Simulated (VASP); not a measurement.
## B: relaxation of cell and atoms with PBE

Crystal: B.

```xyz
1
Lattice="0.0000 1.4812 1.4812 1.4812 0.0000 1.4812 1.4812 1.4812 0.0000" Properties=species:S:1:pos:R:3 pbc="T T T"
B     0.0000    0.0000    0.0000
```

```yaml
Program: VASP 6.6.1
Task: relaxation of cell and atoms
Functional: PBE
Potentials_or_basis: VASP PAW PBE potentials, release 64 (B)
Cutoff: 600 eV
k_mesh: 24 × 24 × 24
Occupations: fermi-dirac, width 0.05 eV
Spin: no spin polarisation
Dipole_correction: no
Further_INCAR_settings: ALGO = Normal; EDIFF = 1e-07; IBRION = 2; EDIFFG = -0.005; NSW = 60; ISIF = 3
```

```
Relaxed volume                         : 5.88 Å³/atom
Relaxed cell                           : a = 2.027 Å, b = 2.027 Å, c = 2.027 Å, α = 60.00°, β = 60.00°, γ = 60.00°
Space group after relaxing (to 0.05 Å) : Fm-3m (No. 225)
Energy gained by relaxing              : 46.2 meV/atom
Ionic steps                            : 3
Pressure after relaxing                : 0.0 GPa
```

The path:
| step | energy change (eV) | largest force (eV/Å) | pressure (GPa) | volume (Å³) |
| --- | --- | --- | --- | --- |
| 1 | 0.0000 | 0.0000 | -22.26 | 6.50 |
| 2 | -0.0402 | 0.0000 | 9.95 | 5.69 |
| 3 | -0.0462 | 0.0000 | 0.03 | 5.88 |

Final structure:
```xyz
1
Lattice="0.0000 1.4330 1.4330 1.4330 0.0000 1.4330 1.4330 1.4330 0.0000" Properties=species:S:1:pos:R:3 pbc="T T T"
B     0.0000    0.0000    0.0000
```

Levels at points of the mesh, in eV from the Fermi level:
```tsv
k point	band 1	band 2	band 3	band 4	band 5
(0.00, 0.00, 0.00)	-19.19	16.00	16.00	16.00	32.50
(0.50, 0.00, 0.00)	-10.01	-5.65	13.05	13.05	29.26
(0.50, 0.50, 0.00)	-7.21	-0.26	6.11	6.11	16.01
```

It took 9.8 s on 1 thread of Intel(R) Xeon(R) 6975P-C (Granite Rapids), with other jobs on the host, peak memory 0.13 GiB.
